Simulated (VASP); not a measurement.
# O (R-3m) in VASP: a series of runs

The runs below take O through single point, relaxation of cell and atoms, with PBEsol.

Everything below comes from runs of VASP 6.6.1. Logs are shortened: lines on timing, memory, paths and dates and some standing lists are left out, and cuts for length are marked.

**1. The cell of the first run**

Symmetry: R-3m, No. 166, trigonal system. The conventional cell has a = 3.781 Å, b = 3.781 Å, c = 12.566 Å, α = 90.00°, β = 90.00°, γ = 120.00°. Within 1.6 Å of O (site symmetry 3m) lie 1 O at 1.21 Å.

**2. Single point, PBEsol, collinear spin, ferromagnetic start**

The input, INCAR:

```
PREC = Accurate
ENCUT = 520
EDIFF = 1E-7
ISMEAR = 0
SIGMA = 0.02
LREAL = False
LASPH = True
NELM = 150
ALGO = Normal
ISIF = 2
LWAVE = False
LCHARG = True
ISPIN = 2
MAGMOM = 0.61 0.61
LORBIT = 11
GGA = PS
LELF = True
LVHAR = True
NBANDS = 17
```

The input, KPOINTS:

```
Automatic mesh
0
Gamma
  9 9 9
```

The input, POSCAR:

```
O
1.0
    1.8903929226      1.0914188627      4.1887661143
   -1.8903929226      1.0914188627      4.1887661143
    0.0000000000     -2.1828377254      4.1887661143
O
2
Direct
    0.9518324149      0.9518324149      0.9518324149
    0.0481675851      0.0481675851      0.0481675851
```

Potentials or basis: VASP PAW PBE potentials, release 64 (O).

Launch:

```console
$ cat potpaw_PBE.64/O/POTCAR > POTCAR
$ mpirun -np 1 vasp_std > vasp.out
```

OUTCAR:

```text
PREC = Accurate
   ENCUT = 520
   EDIFF = 1E-7
   ISMEAR = 0
   LREAL = False
   LASPH = True
   NELM = 150
   ISIF = 2
   ISPIN = 2
   LORBIT = 11
   GGA = PS

 ion  position               nearest neighbor table
   1  0.952  0.952  0.952-   2 1.21
   2  0.048  0.048  0.048-   1 1.21

  LATTYP: Found a trigonal (rhomboedric) cell.
 ALAT       =     4.7234036558
 COS(alpha) =     0.6796505090

  Lattice vectors:

 A1 = (   1.8903929226,   1.0914188627,   4.1887661143)
 A2 = (  -1.8903929226,   1.0914188627,   4.1887661143)
 A3 = (   0.0000000000,  -2.1828377254,   4.1887661143)

Analysis of symmetry for initial positions (statically):
=====================================================================
 Subroutine PRICEL returns:
 Original cell was already a primitive cell.

 Routine SETGRP: Setting up the symmetry group for a
 trigonal (rhombohedral) supercell.

 Subroutine GETGRP returns: Found 12 space group operations
 (whereof 12 operations were pure point group operations)
 out of a pool of 12 trial point group operations.

The static configuration has the point symmetry D_3d.

Analysis of symmetry for dynamics (positions and initial velocities):
=====================================================================
 Subroutine PRICEL returns:
 Original cell was already a primitive cell.

 Routine SETGRP: Setting up the symmetry group for a
 trigonal (rhombohedral) supercell.

 Subroutine GETGRP returns: Found 12 space group operations
 (whereof 12 operations were pure point group operations)
 out of a pool of 12 trial point group operations.

The dynamic configuration has the point symmetry D_3d.

Analysis of structural, dynamic, and magnetic symmetry:
=====================================================================
 Subroutine PRICEL returns:
 Original cell was already a primitive cell.

 Routine SETGRP: Setting up the symmetry group for a
 trigonal (rhombohedral) supercell.

 Subroutine GETGRP returns: Found 12 space group operations
 (whereof 12 operations were pure point group operations)
 out of a pool of 12 trial point group operations.

The overall configuration has the point symmetry D_3d.

 Subroutine INISYM returns: Found 12 space group operations
 (whereof 12 operations are pure point group operations),
 and found     1 'primitive' translations

----------------------------------------------------------------------------------------

                                     Primitive cell

  volume of cell :      51.8538

  direct lattice vectors                    reciprocal lattice vectors
     1.890392923  1.091418863  4.188766114     0.264495277  0.152706419  0.079577929
    -1.890392923  1.091418863  4.188766114    -0.264495277  0.152706419  0.079577929
     0.000000000 -2.182837725  4.188766114     0.000000000 -0.305412839  0.079577929

  length of vectors
     4.723403656  4.723403656  4.723403656     0.315609963  0.315609963  0.315609963

  position of ions in fractional coordinates (direct lattice)
     0.951832415  0.951832415  0.951832415
     0.048167585  0.048167585  0.048167585

  ion indices of the primitive-cell ions
   primitive index   ion index
                 1           1
                 2           2

----------------------------------------------------------------------------------------

 KPOINTS: Automatic mesh

Automatic generation of k-mesh.
 Grid dimensions read from file:
 generate k-points for:    9    9    9

 Generating k-lattice:

  Cartesian coordinates                     Fractional coordinates (reciprocal lattice)
     0.029388364  0.016967380  0.008841992     0.111111111  0.000000000 -0.000000000
    -0.029388364  0.016967380  0.008841992     0.000000000  0.111111111 -0.000000000
     0.000000000 -0.033934760  0.008841992    -0.000000000 -0.000000000  0.111111111

  Length of vectors
     0.035067774  0.035067774  0.035067774

  Shift w.r.t. Gamma in fractional coordinates (k-lattice)
     0.000000000  0.000000000  0.000000000

 Subroutine IBZKPT returns following result:
 ===========================================

 Found     85 irreducible k-points:

 Following reciprocal coordinates:
            Coordinates               Weight
  0.000000  0.000000  0.000000      1.000000
  0.111111 -0.000000 -0.000000      6.000000
  0.222222 -0.000000 -0.000000      6.000000
  0.333333 -0.000000 -0.000000      6.000000
  0.444444 -0.000000 -0.000000      6.000000
  0.111111  0.111111 -0.000000      6.000000
[... 16 lines left out ...]
 -0.333333  0.333333  0.000000      6.000000
  0.444444  0.444444 -0.000000      6.000000
 [... further k-points ...]
   k-points           NKPTS =     85   k-points in BZ     NKDIM =     85   number of bands    NBANDS=     17
   number of dos      NEDOS =    301   number of ions     NIONS =      2
   total plane-waves  NPLWV =  46656
   dimension x,y,z NGX =    36 NGY =   36 NGZ =   36
   dimension x,y,z NGXF=    72 NGYF=   72 NGZF=   72
   ions per type =               2
   NGX,Y,Z   is equivalent  to a cutoff of  12.67, 12.67, 12.67 a.u.
   NGXF,Y,Z  is equivalent  to a cutoff of  25.34, 25.34, 25.34 a.u.
 SYSTEM =  unknown system
   PREC   = accura    normal or accurate (medium, high low for compatibility)
   ISTART =      0    job   : 0-new  1-cont  2-samecut
   ICHARG =      2    charge: 1-file 2-atom 10-const
   ISPIN  =      2    spin polarized calculation?
   LNONCOLLINEAR =      F non collinear calculations
   LSORBIT =      F    spin-orbit coupling
   LASPH  =      T    aspherical Exc in radial PAW
   ENCUT  =  520.0 eV  38.22 Ry    6.18 a.u.   8.78  8.78  8.78*2*pi/ulx,y,z
   NELM   =    150;   NELMIN=  2; NELMDL= -5     # of ELM steps
   EDIFF  = 0.1E-06   stopping-criterion for ELM
   LREAL  =      F    real-space projection
   EDIFFG = 0.1E-05   stopping-criterion for IOM
   NSW    =      0    number of steps for IOM
   IBRION =     -1    ionic relax: 0-MD 1-quasi-New 2-CG
   NFREE  =      0    steps in history (QN), initial steepest desc. (CG)
   ISIF   =      2    stress and relaxation
   ISYM   =      2    0-nonsym 1-usesym 2-fastsym
   POTIM  = 0.5000    time-step for ionic-motion
   TEBEG  =    0.0;   TEEND  =   0.0 temperature during run
   PSTRESS=    0.0 pullay stress
   NELECT =      12.0000    total number of electrons
   NUPDOWN=      -1.0000    fix difference up-down
   EMIN   =  10.00;   EMAX   =-10.00  energy-range for DOS
   EFERMI =   0.00;   METHOD = LEGACY
   ISMEAR =     0;   SIGMA  =   0.02  broadening in eV -4-tet -1-fermi 0-gaus
   EFERMI_NEDOS =   21; number of points for ismear=-14 and -15
   IALGO  =     38    algorithm
   IMIX   =      4    mixing-type and parameters
     AMIX     =   0.40;   BMIX     =  1.00
     AMIX_MAG =   1.60;   BMIX_MAG =  1.00
  volume/ion in A,a.u.               =      25.93       174.96
  Fermi-wavevector in a.u.,A,eV,Ry     =   1.005098  1.899359 13.744896  1.010221
  Thomas-Fermi vector in A             =   2.137756
   LORBIT       =     11    0 simple, 1 ext, 2 COOP (PROOUT), +10 PAW based schemes
   GGA     = PS    functional components
   LHFCALC =     F    Hartree Fock is set to
   AEXX    =    0.0000 exact exchange contribution
   IVDW    =     0    specifies the selected vdW correction
   LEPSILON=     F    determine dielectric tensor
   LRPA    =     F    only Hartree local field effects (RPA)
 spin polarized calculation
 Gauss-broadening in eV      SIGMA  =   0.02
  energy-cutoff  :      520.00
  volume of cell :       51.85
 maximum number of plane-waves:      1409
   NGX = 17   NGY = 17   NGZ = 17

 number of electron      11.9999996 magnetization       2.0000158

 Free energy of the ion-electron system (eV)
  ---------------------------------------------------
  ext. energy  EPLUGINS =         0.00000000
  ---------------------------------------------------
  free energy    TOTEN  =       -10.27773804 eV

  energy without entropy =      -10.27773804  energy(sigma->0) =      -10.27773804

 E-fermi :  -3.6709     XC(G=0):  -5.7218

 val. band max:       -3.8517183523   @ k =   0.4444   0.4444   0.4444
 cond. band min:      -2.0617304329   @ k =   0.4444   0.4444  -0.0000
 fundamental gap:      1.7899879194
 Fermi energy:        -3.6709031155

 spin component 1

 k-point     1 :       0.0000    0.0000    0.0000
  band No.  band energies     occupation
      1     -30.2628      1.00000
      2     -17.5748      1.00000
      3     -10.9720      1.00000
      4     -10.6052      1.00000
      5     -10.6052      1.00000
      6      -3.9088      1.00000
[... 9 lines left out ...]
     16      15.0874      0.00000
     17      16.8542      0.00000

 k-point     2 :       0.1111   -0.0000   -0.0000
  band No.  band energies     occupation
      1     -30.2605      1.00000
      2     -17.5738      1.00000
      3     -10.9641      1.00000
      4     -10.6314      1.00000
      5     -10.6128      1.00000
      6      -3.9344      1.00000
[... 9 lines left out ...]
     16      16.1042      0.00000
     17      16.9640      0.00000

 k-point     3 :       0.2222   -0.0000   -0.0000
  band No.  band energies     occupation
      1     -30.2540      1.00000
      2     -17.5711      1.00000
      3     -10.9485      1.00000
      4     -10.6922      1.00000
      5     -10.6319      1.00000
      6      -3.9985      1.00000
[... 392 lines left out ...]
 k-point    23 :      -0.3333    0.3333    0.0000
  band No.  band energies     occupation
      1     -30.2378      1.00000
      2     -17.5780      1.00000
      3     -10.8662      1.00000
      4     -10.8296      1.00000
      5     -10.6931      1.00000
      6      -4.1318      1.00000
[... 9 lines left out ...]
     16      18.0188      0.00000
     17      18.8802      0.00000

 k-point    24 :       0.4444    0.4444   -0.0000
  band No.  band energies     occupation
      1     -30.2400      1.00000
      2     -17.6017      1.00000
      3     -10.9265      1.00000
      4     -10.6999      1.00000
      5     -10.6719      1.00000
      6      -4.2273      1.00000
[... 9 lines left out ...]
     16      17.4918      0.00000
     17      18.3321      0.00000

 [... further k-points ...]

 spin component 2

 k-point     1 :       0.0000    0.0000    0.0000
  band No.  band energies     occupation
      1     -29.0157      1.00000
      2     -15.7845      1.00000
      3      -9.9821      1.00000
      4      -8.7213      1.00000
      5      -8.7213      1.00000
      6      -1.5959      0.00000
[... 9 lines left out ...]
     16      15.4339      0.00000
     17      16.9320      0.00000

 k-point     2 :       0.1111   -0.0000   -0.0000
  band No.  band energies     occupation
      1     -29.0132      1.00000
      2     -15.7837      1.00000
      3      -9.9599      1.00000
      4      -8.7711      1.00000
      5      -8.7310      1.00000
      6      -1.6321      0.00000
[... 9 lines left out ...]
     16      16.2929      0.00000
     17      17.3372      0.00000

 k-point     3 :       0.2222   -0.0000   -0.0000
  band No.  band energies     occupation
      1     -29.0061      1.00000
      2     -15.7816      1.00000
      3      -9.8993      1.00000
      4      -8.8992      1.00000
      5      -8.7555      1.00000
      6      -1.7224      0.00000
[... 392 lines left out ...]
 k-point    23 :      -0.3333    0.3333    0.0000
  band No.  band energies     occupation
      1     -28.9884      1.00000
      2     -15.7930      1.00000
      3      -9.6715      1.00000
      4      -9.0412      1.00000
      5      -9.0133      1.00000
      6      -1.9198      0.00000
[... 9 lines left out ...]
     16      18.5196      0.00000
     17      19.4629      0.00000

 k-point    24 :       0.4444    0.4444   -0.0000
  band No.  band energies     occupation
      1     -28.9909      1.00000
      2     -15.8224      1.00000
      3      -9.6393      1.00000
      4      -9.1294      1.00000
      5      -8.8412      1.00000
      6      -2.0617      0.00000
[... 9 lines left out ...]
     16      17.7224      0.00000
     17      18.4322      0.00000

 [... further k-points ...]

------------------------ aborting loop because EDIFF is reached ----------------------------------------

  FORCE on cell =-STRESS in cart. coord.  units (eV):
  Direction    XX          YY          ZZ          XY          YZ          ZX
  --------------------------------------------------------------------------------------
  -------------------------------------------------------------------------------------
  Total       -0.0595036     -0.0595036      1.5721247     -0.0000000      0.0000000     -0.0000000
  in kB       -1.8385385     -1.8385385     48.5754317     -0.0000000      0.0000000     -0.0000000
  external PRESSURE =      14.9661182 kB  Pullay stress =       0.0000000 kB

 VOLUME and BASIS-vectors are now :
 -----------------------------------------------------------------------------
  energy-cutoff  :      520.00
  volume of cell :       51.85
      direct lattice vectors                 reciprocal lattice vectors
     1.890392923  1.091418863  4.188766114     0.264495277  0.152706419  0.079577929
    -1.890392923  1.091418863  4.188766114    -0.264495277  0.152706419  0.079577929
     0.000000000 -2.182837725  4.188766114     0.000000000 -0.305412839  0.079577929

 POSITION                                       TOTAL-FORCE (eV/Angst)
 -----------------------------------------------------------------------------------
      0.00000      0.00000     11.96101         0.000000     -0.000000     -1.370047
      0.00000      0.00000      0.60529         0.000000      0.000000      1.370047
 -----------------------------------------------------------------------------------
    total drift:                                0.000000      0.000000      0.000000

  FREE ENERGIE OF THE ION-ELECTRON SYSTEM (eV)
  ---------------------------------------------------
  free  energy   TOTEN  =       -10.2777380368 eV

  energy  without entropy=      -10.2777380368  energy(sigma->0) =      -10.27773804

 total charge

# of ion       s       p       d       tot
------------------------------------------
    1        1.609   3.306   0.000   4.915
    2        1.609   3.306   0.000   4.915
--------------------------------------------------
tot          3.219   6.612   0.000   9.831

 magnetization (x)

# of ion       s       p       d       tot
------------------------------------------
    1        0.009   0.797   0.000   0.806
    2        0.009   0.797   0.000   0.806
--------------------------------------------------
tot          0.018   1.595   0.000   1.612
```

Wall time 1.9 min (1 thread of AMD EPYC 9R45 (Zen 5), shared host); peak memory 0.25 GiB.

What came out:

- Free energy: -10.2777 eV
- Pressure: 1.5 GPa
- Largest force: 1.370 eV/Å
- Band gap on the k mesh: 1.79 eV, indirect (least direct gap 1.82 eV)
- Net moment: 2.00 μB per cell
- Site moments: O +0.81 μB
- Valence electrons inside the program's atomic spheres: O 4.92

Forces in eV/Å, atoms in the order of the input:
```
O    0.000  0.000 -1.370
O    0.000  0.000  1.370
```

Stress tensor (GPa, compression positive):
```
-0.18  0.00  0.00
 0.00 -0.18  0.00
 0.00  0.00  4.86
```

Caveat: the standard files for N, O and F lose accuracy on very short bonds; the PAW data sets were made with another functional, which shifts forces and pressure a little. A k mesh can miss the band edges.

**3. Relaxation of cell and atoms, PBEsol, collinear spin, ferromagnetic start**

This run uses another cell than the first one, of 20.91 Å³/atom, 0.807 times its volume.

The input, INCAR:

```
PREC = Accurate
ENCUT = 600
EDIFF = 1E-6
ISMEAR = 0
SIGMA = 0.02
LREAL = F
LASPH = T
NELM = 150
ALGO = Normal
ISIF = 3
LWAVE = F
LCHARG = F
ISPIN = 2
MAGMOM = 0.61 0.61
LORBIT = 11
GGA = PS
IBRION = 2
NSW = 70
EDIFFG = -0.005
```

KPOINTS is that of step 2.

The input, POSCAR:

```
O
1.0
    1.7637033856      1.0182746245      3.8818702962
   -1.7637033856      1.0182746245      3.8818702962
    0.0000000000     -2.0365492489      3.8818702962
O
2
Direct
    0.9476824978      0.9476824978      0.9476824978
    0.0523175022      0.0523175022      0.0523175022
```

Potentials or basis: VASP PAW PBE potentials, release 64 (O).

Launch:

```console
$ cat potpaw_PBE.64/O/POTCAR > POTCAR
$ mpirun -np 1 vasp_std > vasp.out
```

Run time: 13 min. Hardware: 1 thread of AMD EPYC 9R45 (Zen 5), shared host; peak memory 0.24 GiB.

It converged, with:

* Free energy: -10.2893 eV
* Relaxed volume: 20.88 Å³/atom
* Relaxed cell: a = 4.250 Å, b = 4.250 Å, c = 4.250 Å, α = 50.24°, β = 50.24°, γ = 50.24°
* Space group after relaxing (to 0.05 Å): R-3m (No. 166)
* Energy gained by relaxing: 2.2 meV/atom
* Ionic steps: 30
* Pressure after relaxing: 0.0 GPa
* Band gap on the k mesh: 1.55 eV, indirect (least direct gap 1.57 eV)
* Net moment: 2.00 μB per cell
* Site moments: O +0.81 μB
* Valence electrons inside the program's atomic spheres: O 4.89

Forces on the atoms (eV/Å):
```
O    0.000  0.000 -0.003
O    0.000  0.000  0.003
```

Step by step:
| step | energy change (eV) | largest force (eV/Å) | pressure (GPa) | volume (Å³) |
| --- | --- | --- | --- | --- |
| 1 | 0.0000 | 0.6874 | 1.05 | 41.83 |
| 2 | 0.2070 | 4.6089 | -7.56 | 42.66 |
| 3 | -0.0029 | 0.0798 | -0.15 | 41.91 |
| 4 | -0.0029 | 0.0043 | -0.02 | 41.90 |
| 5 | -0.0029 | 0.0100 | 0.00 | 41.90 |
| 6 | -0.0030 | 0.0113 | -0.01 | 41.90 |
| 7 | -0.0031 | 0.0114 | 0.00 | 41.89 |
| 8 | -0.0033 | 0.0140 | 0.01 | 41.89 |
| 9 | -0.0036 | 0.0253 | 0.02 | 41.87 |
| 10 | -0.0041 | 0.0672 | 0.10 | 41.82 |
| 11 | -0.0039 | 0.2355 | 0.41 | 41.68 |
| 12 | -0.0041 | 0.1869 | 0.31 | 41.73 |
| 13 | -0.0042 | 0.1839 | 0.31 | 41.73 |
| 14 | -0.0042 | 0.1783 | 0.29 | 41.73 |
| 15 | -0.0042 | 0.1657 | 0.27 | 41.74 |
| 16 | -0.0042 | 0.1391 | 0.24 | 41.74 |
| 17 | -0.0043 | 0.0878 | 0.16 | 41.74 |
| 18 | -0.0043 | 0.0120 | 0.01 | 41.74 |
| 19 | -0.0043 | 0.0237 | 0.07 | 41.74 |
| 20 | -0.0044 | 0.0276 | 0.06 | 41.74 |
| 21 | -0.0043 | 0.0580 | 0.12 | 41.74 |
| 22 | -0.0043 | 0.0437 | 0.08 | 41.74 |
| 23 | -0.0043 | 0.0354 | 0.08 | 41.74 |
| 24 | -0.0043 | 0.0305 | 0.08 | 41.74 |
| 25 | -0.0044 | 0.0307 | 0.08 | 41.74 |
| 26 | -0.0044 | 0.0265 | 0.08 | 41.74 |
| 27 | -0.0044 | 0.0211 | 0.06 | 41.75 |
| 28 | -0.0044 | 0.0097 | 0.04 | 41.76 |
| 29 | -0.0044 | 0.0111 | -0.01 | 41.78 |
| 30 | -0.0044 | 0.0026 | 0.02 | 41.77 |

Final structure:
```
CELL_PARAMETERS angstrom
1.80417 1.04164 3.70397
-1.80417 1.04164 3.70397
0.00000 -2.08328 3.70397
ATOMIC_POSITIONS crystal
O 0.94477 0.94477 0.94477
O 0.05523 0.05523 0.05523
```

Levels at points of the mesh, in eV from the valence-band top:
Spin up:
```tsv
k point	band 3	band 4	band 5	band 6	band 7	band 8	band 9	band 10	band 11
(0.00, 0.00, 0.00)	-7.29	-6.48	-6.48	-0.16	-0.16	6.46	10.30	14.28	15.79
```
Spin down:
| k point | band 3 | band 4 | band 5 | band 6 | band 7 | band 8 |
| --- | --- | --- | --- | --- | --- | --- |
| (0.00, 0.00, 0.00) | -6.33 | -4.58 | -4.58 | 2.15 | 2.15 | 6.85 |

Caveat: the standard files for N, O and F lose accuracy on very short bonds; the PAW data sets were made with another functional, which shifts forces and pressure a little. A k mesh can miss the band edges.
